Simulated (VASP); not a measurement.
# AgBr (P2_1/m) in VASP: notebook

The runs below take AgBr through single point, with r2SCAN.

Program: VASP 6.6.1. These are calculated values, not measurements. Logs are shortened: lines on timing, memory, paths and dates and some standing lists are left out, and cuts for length are marked.

## (1) The cell of the first run

The typed cell holds 4 atoms: a = 4.092 Å, b = 4.089 Å, c = 5.785 Å, α = 90.00°, β = 89.90°, γ = 90.00°.

## (2) Single point, r2SCAN

File POSCAR:

```
AgBr
1.0
    4.0921149444      0.0000000000      0.0448480787
    0.0000000000      4.0890085681      0.0000000000
   -0.0528492746      0.0000000000      5.7846356070
Ag Br
2 2
Direct
    0.7505700997      0.7500000000      0.7499207460
    0.2494299003      0.2500000000      0.2500792540
    0.2501231929      0.2500000000      0.7501314385
    0.7498768071      0.7500000000      0.2498685615
```

File INCAR.step1:

```
PREC     = Accurate       # precision mode
ENCUT    = 550            # plane-wave cutoff, eV
ISMEAR   = 0              # smearing method
SIGMA    = 0.02           # smearing width, eV
LREAL    = F              # projectors in reciprocal space
LASPH    = T              # aspherical terms in the spheres
NELM     = 120            # most SCF steps
NBANDS   = 26             # bands
GGA      = PE             # functional
ALGO     = Normal         # electronic algorithm
EDIFF    = 1E-5           # SCF threshold, eV
LWAVE    = T              # write WAVECAR
LCHARG   = F              # write CHGCAR
GGA_COMPAT= F
```

File INCAR.step2:

```
PREC     = Accurate       # precision mode
ENCUT    = 550            # plane-wave cutoff, eV
EDIFF    = 1E-6           # SCF threshold, eV
ISMEAR   = 0              # smearing method
SIGMA    = 0.02           # smearing width, eV
LREAL    = F              # projectors in reciprocal space
LASPH    = T              # aspherical terms in the spheres
NELM     = 120            # most SCF steps
ALGO     = Normal         # electronic algorithm
ISIF     = 2              # what is computed and relaxed
LWAVE    = F              # write WAVECAR
LCHARG   = F              # write CHGCAR
METAGGA  = R2SCAN         # meta-GGA
LMIXTAU  = T            
NBANDS   = 26             # bands
ISTART   = 1            
GGA_COMPAT= F
```

File KPOINTS:

```
regular mesh
0
Gamma
  8 8 6
```

Potentials or basis: VASP PAW PBE potentials, release 64 (Ag, Br).

The run is started by

```sh
$ cat potpaw_PBE.64/Ag/POTCAR potpaw_PBE.64/Br/POTCAR > POTCAR
$ cp INCAR.step1 INCAR
$ mpirun -np 1 vasp_std > vasp.out
$ cp INCAR.step2 INCAR
$ mpirun -np 1 vasp_std > vasp.out
```

OUTCAR:

```text
PREC = Accurate
   ENCUT = 550
   EDIFF = 1E-6
   ISMEAR = 0
   LREAL = F
   LASPH = T
   NELM = 120
   ISIF = 2
   METAGGA = R2SCAN
   ISTART = 1

 ion  position               nearest neighbor table
   1  0.751  0.750  0.750-   3 2.89   3 2.89   4 2.89   4 2.89   3 2.89   3 2.89
   2  0.249  0.250  0.250-   4 2.89   4 2.89   3 2.89   3 2.89   4 2.89   4 2.89
   3  0.250  0.250  0.750-   1 2.89   1 2.89   2 2.89   2 2.89   1 2.89   1 2.89
   4  0.750  0.750  0.250-   2 2.89   2 2.89   1 2.89   1 2.89   2 2.89   2 2.89

  LATTYP: Found a simple monoclinic cell.
 ALAT       =     4.0923606963
 B/A-ratio  =     0.9991808815
 C/A-ratio  =     1.4135794595
 COS(beta)  =    -0.0018233017

  Lattice vectors:

 A1 = (   4.0921149444,   0.0000000000,   0.0448480787)
 A2 = (   0.0000000000,  -4.0890085681,   0.0000000000)
 A3 = (   0.0528492746,   0.0000000000,  -5.7846356070)

Analysis of symmetry for initial positions (statically):
=====================================================================
 Subroutine PRICEL returns:
 Original cell was already a primitive cell.

 Routine SETGRP: Setting up the symmetry group for a
 simple monoclinic supercell.

 Subroutine GETGRP returns: Found  4 space group operations
 (whereof  2 operations were pure point group operations)
 out of a pool of  4 trial point group operations.

The static configuration has the point symmetry S_2 .
 The point group associated with its full space group is C_2h.

Analysis of symmetry for dynamics (positions and initial velocities):
=====================================================================
 Subroutine PRICEL returns:
 Original cell was already a primitive cell.

 Routine SETGRP: Setting up the symmetry group for a
 simple monoclinic supercell.

 Subroutine GETGRP returns: Found  4 space group operations
 (whereof  2 operations were pure point group operations)
 out of a pool of  4 trial point group operations.

The dynamic configuration has the point symmetry S_2 .
 The point group associated with its full space group is C_2h.

 Subroutine INISYM returns: Found  4 space group operations
 (whereof  2 operations are pure point group operations),
 and found     1 'primitive' translations

----------------------------------------------------------------------------------------

[... 88 lines left out ...]
   ISTART =      1    job   : 0-new  1-cont  2-samecut
   ICHARG =      0    charge: 1-file 2-atom 10-const
   ISPIN  =      1    spin polarized calculation?
   LNONCOLLINEAR =      F non collinear calculations
   LSORBIT =      F    spin-orbit coupling
   LASPH  =      T    aspherical Exc in radial PAW
   ENCUT  =  550.0 eV  40.42 Ry    6.36 a.u.   7.83  7.82 11.06*2*pi/ulx,y,z
   NELM   =    120;   NELMIN=  2; NELMDL=  0     # of ELM steps
   EDIFF  = 0.1E-05   stopping-criterion for ELM
   LREAL  =      F    real-space projection
   EDIFFG = 0.1E-04   stopping-criterion for IOM
   NSW    =      0    number of steps for IOM
   IBRION =     -1    ionic relax: 0-MD 1-quasi-New 2-CG
   NFREE  =      0    steps in history (QN), initial steepest desc. (CG)
   ISIF   =      2    stress and relaxation
   ISYM   =      2    0-nonsym 1-usesym 2-fastsym
   POTIM  = 0.5000    time-step for ionic-motion
   TEBEG  =    0.0;   TEEND  =   0.0 temperature during run
   PSTRESS=    0.0 pullay stress
   NELECT =      36.0000    total number of electrons
   NUPDOWN=      -1.0000    fix difference up-down
   EMIN   =  10.00;   EMAX   =-10.00  energy-range for DOS
   EFERMI =   0.00;   METHOD = LEGACY
   ISMEAR =     0;   SIGMA  =   0.02  broadening in eV -4-tet -1-fermi 0-gaus
   EFERMI_NEDOS =   21; number of points for ismear=-14 and -15
   IALGO  =     38    algorithm
   IMIX   =      4    mixing-type and parameters
     AMIX     =   0.40;   BMIX     =  1.00
     AMIX_MAG =   1.60;   BMIX_MAG =  1.00
  volume/ion in A,a.u.               =      24.20       163.31
  Fermi-wavevector in a.u.,A,eV,Ry     =   1.177282  2.224741 18.857583  1.385993
  Thomas-Fermi vector in A             =   2.313631
   LORBIT       =      0    0 simple, 1 ext, 2 COOP (PROOUT), +10 PAW based schemes
   METAGGA = R2SCAN    functional components
   LHFCALC =     F    Hartree Fock is set to
   AEXX    =    0.0000 exact exchange contribution
   IVDW    =     0    specifies the selected vdW correction
   LEPSILON=     F    determine dielectric tensor
   LRPA    =     F    only Hartree local field effects (RPA)
 non-spin polarized calculation
 Gauss-broadening in eV      SIGMA  =   0.02
  energy-cutoff  :      550.00
  volume of cell :       96.80
 maximum number of plane-waves:      2860
   NGX = 15   NGY = 15   NGZ = 23

 number of electron      35.9999990 magnetization

 Free energy of the ion-electron system (eV)
  ---------------------------------------------------
  ext. energy  EPLUGINS =         0.00000000
  ---------------------------------------------------
  free energy    TOTEN  =       -71.02881002 eV

  energy without entropy =      -71.02881002  energy(sigma->0) =      -71.02881002

 E-fermi :   3.1999     XC(G=0): -10.2450

 val. band max:        3.0357294551   @ k =   0.5000   0.0000   0.5000
 cond. band min:       4.2802997111   @ k =   0.0000   0.0000   0.0000
 fundamental gap:      1.2445702560
 Fermi energy:         3.1999099882

 k-point     1 :       0.0000    0.0000    0.0000
  band No.  band energies     occupation
      1     -12.4198      2.00000
      2     -11.9650      2.00000
      3      -1.1701      2.00000
      4       0.1024      2.00000
      5       0.2198      2.00000
      6       0.2258      2.00000
[... 685 lines left out ...]
     25      14.0639      0.00000
     26      14.0639      0.00000

 [... further k-points ...]
[... 5 lines left out ...]
  --------------------------------------------------------------------------------------
  -------------------------------------------------------------------------------------
  Total       -0.0418614     -0.0346832     -0.0388890      0.0000000      0.0000000     -0.0081009
  in kB       -0.6928493     -0.5740432     -0.6436530      0.0000000      0.0000000     -0.1340791
  external PRESSURE =      -0.6368485 kB  Pullay stress =       0.0000000 kB

 VOLUME and BASIS-vectors are now :
 -----------------------------------------------------------------------------
  energy-cutoff  :      550.00
  volume of cell :       96.80
      direct lattice vectors                 reciprocal lattice vectors
     4.092114944  0.000000000  0.044848079     0.244347946  0.000000000  0.002232398
     0.000000000  4.089008568  0.000000000     0.000000000  0.244558059  0.000000000
    -0.052849275  0.000000000  5.784635607    -0.001894421  0.000000000  0.172854428

 POSITION                                       TOTAL-FORCE (eV/Angst)
 -----------------------------------------------------------------------------------
      3.03179      3.06676      4.37168        -0.002321     -0.000000     -0.000708
      1.00748      1.02225      1.45780         0.002321     -0.000000      0.000708
      0.98389      1.02225      4.35045         0.002364      0.000000     -0.002302
      3.05538      3.06676      1.47903        -0.002364     -0.000000      0.002302
 -----------------------------------------------------------------------------------
    total drift:                                0.000000      0.000000     -0.000000

  FREE ENERGIE OF THE ION-ELECTRON SYSTEM (eV)
  ---------------------------------------------------
  free  energy   TOTEN  =       -71.0288100215 eV

  energy  without entropy=      -71.0288100215  energy(sigma->0) =      -71.02881002
```

Run time: 11 min. Hardware: 1 thread of Intel Xeon Platinum 8559C (Emerald Rapids), shared host; peak memory 0.44 GiB.

Results:

| Quantity | Value |
| --- | --- |
| Free energy | -71.0288 eV |
| Pressure | -0.1 GPa |
| Largest force | 0.003 eV/Å |
| Band gap on the k mesh | 1.24 eV |

Forces on the atoms (eV/Å):
```
Ag  -0.002  0.000 -0.001
Ag   0.002  0.000  0.001
Br   0.002  0.000 -0.002
Br  -0.002  0.000  0.002
```

Caveat: the PAW data sets were made with another functional, which shifts forces and pressure a little. A k mesh can miss the band edges.

(Part 1 of 2 ends here.)
